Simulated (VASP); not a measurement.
Wanted: the native input for a VASP 6.6.1 run.

```
Task                   : single point
Functional             : PBE
Potentials or basis    : VASP PAW PBE potentials, release 64 (In_d, P)
Cutoff                 : 500 eV
k mesh                 : 10 × 10 × 10
Occupations            : gaussian, width 0.02 eV
Spin                   : no spin polarisation
Dipole correction      : no
Further INCAR settings : ALGO = Normal; EDIFF = 1e-06; NBANDS = 16
```

The structure of InP (v.bB) lies in POSCAR:

```
InP
1.0
    0.0000000000      2.9798370697      2.9798370697
    2.9798370697      0.0000000000      2.9798370697
    2.9798370697      2.9798370697      0.0000000000
In P
1 1
Direct
    0.0000000000      0.0000000000      0.0000000000
    0.2500000000      0.2500000000      0.2500000000
```

One way to write it, as run:

INCAR

```
SYSTEM = InP
ALGO = Normal
EDIFF = 1E-6
ENCUT = 500
GGA = PE
GGA_COMPAT = .False.
ISIF = 2
ISMEAR = 0
LASPH = .True.
LCHARG = .True.
LELF = .True.
LREAL = .False.
LVHAR = .True.
LWAVE = .False.
NBANDS = 16
NELM = 120
PREC = Accurate
SIGMA = 0.02
```

KPOINTS

```
k-points
0
Gamma
  10 10 10
  0 0 0
```

Potentials or basis: VASP PAW PBE potentials, release 64 (In_d, P).

The run is started by

```bash
$ cat potpaw_PBE.64/In_d/POTCAR potpaw_PBE.64/P/POTCAR > POTCAR
$ mpirun -np 1 vasp_std > vasp.out
```

It gave:

- Pressure: -0.1 GPa
- Band gap on the k mesh: 0.44 eV, direct

Caveat: spin-orbit coupling is left out, which moves the levels of the heavy elements.

Run time: 48 s on 1 thread of Intel Xeon 8259CL, with other jobs on the host, peak memory 0.19 GiB.
